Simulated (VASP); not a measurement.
A run of VASP 6.6.1 is set up as follows.

The input INCAR:

```
PREC = Accurate ; ENCUT = 600
EDIFF = 1E-6 ; ISMEAR = -1
SIGMA = 0.05 ; LREAL = F
LASPH = T ; NELM = 150
ALGO = Normal ; ISIF = 3
LWAVE = F ; LCHARG = F
ISPIN = 2 ; MAGMOM = 3
LORBIT = 11 ; LMAXMIX = 4
GGA = RP ; IBRION = 2
NSW = 80 ; EDIFFG = -0.01
```

Contents of KPOINTS:

```
Automatic mesh
0
Gamma
  13 13 13
```

Contents of POSCAR:

```
Fe
1.0
   -1.4430000000      1.4430000000      1.4430000000
    1.4430000000     -1.4430000000      1.4430000000
    1.4430000000      1.4430000000     -1.4430000000
Fe
1
Direct
    0.0000000000      0.0000000000      0.0000000000
```

Potentials or basis: VASP PAW PBE potentials, release 64 (Fe).

Launch:

```sh
$ cat potpaw_PBE.64/Fe/POTCAR > POTCAR
$ mpirun -np 1 vasp_std > vasp.out
```

**Question.** Estimate the relaxed volume.

**Answer.** 11.72 Å³/atom.

**Question.** What does it give for the site moments?

**Answer.** Fe +2.26 μB.

**Question.** Estimate the relaxed cell.

**Answer.** a = 2.479 Å, b = 2.479 Å, c = 2.479 Å, α = 109.47°, β = 109.47°, γ = 109.47°.

The path:
```
step  energy change (eV)  largest force (eV/Å)  pressure (GPa)  volume (Å³)
   1              0.0000                0.0000           -2.95        12.02
   2             -0.0025                0.0000            0.89        11.64
   3             -0.0028                0.0000            0.05        11.72
```

Caveat: the PAW data sets were made with another functional, which shifts forces and pressure a little.
